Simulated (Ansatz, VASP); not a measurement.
## One calculation of AsC3N3, two programs

```xyz
14
Lattice="4.6464 3.4886 0.0000 4.6464 -3.4886 0.0000 1.7520 0.0000 -8.8481" Properties=species:S:1:pos:R:3 pbc="T T T"
As    3.9923    0.0000   -6.5334
As    7.0525    0.0000   -2.3147
C     3.2458    1.4652   -5.6451
C     7.7990    1.4652   -3.2030
C     7.0017    2.6304   -6.5918
C     4.0431    2.6304   -2.2563
C     3.6087    0.9419   -8.2287
C     7.4361    0.9419   -0.6194
N     6.4364   -2.1211   -0.4513
N     4.6085   -2.1211   -8.3968
N     6.0435    2.0025   -6.6803
N     5.0013    2.0025   -2.1678
N     7.3693   -1.2071   -4.9284
N     3.6755   -1.2071   -3.9197
```

Alike in both runs: task single point; functional PBE; k mesh 5 × 5 × 3; no spin polarisation.

```csv
,VASP,Ansatz
version,VASP 6.6.1,Ansatz 0.2.0
potentials or method,"VASP PAW PBE potentials, release 64 (As, C, N), cutoff 520 eV",PAW plane waves
occupations,"fermi-dirac, width 0.1 eV",fermi-dirac
valence electrons in the cell,64,84
```

|  | VASP | Ansatz | Ansatz less VASP |
| --- | --- | --- | --- |
| gap on the k mesh at the Fermi level (eV) | 4.42 | 4.46 | +0.037 |
| pressure (GPa) | 2.5 | 1.9 | -0.66 |
| rms of the force components (eV/Å) | 1.769 | 1.755 | -0.0136 |

VASP's potentials hold 64 valence electrons a cell and Ansatz's 84, so a difference there can come from the potentials and not from the codes.

Noted on VASP's run: the standard files for N, O and F lose accuracy on very short bonds.
